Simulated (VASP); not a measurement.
Runs of VASP 6.6.1 on SrMg. The structure is that of space group Pm-3m (No. 221), or close to it. The cells are those of the table. 

```csv
task,cell,gap on the mesh (eV),pressure (GPa)
single point,"a = 3.874 Å, 2 atoms",none,(a)
electric field gradients,"a = 3.887 Å, 2 atoms",none,3.6
single point,"a = 3.900 Å, angles 88.8°, 2 atoms",none,3.3
single point,"a = 3.951 Å, 2 atoms",none,2.0
electric field gradients,"a = 3.900 Å, angles 89.4°, 2 atoms",none,3.3
```

Alike in all rows: level LDA; potentials or basis VASP PAW LDA potentials, release 64 (Sr_sv, Mg); no spin polarisation; k mesh 9 × 9 × 9; cutoff (eV) 520; smearing fermi-dirac 0.05 eV.

Question: Estimate the missing entries.

Answer: (a) 4.0.

A k mesh can miss the band edges, and the runs leave out spin-orbit coupling on Sr.

A gap of «none» marks levels without a gap at the run's occupations.
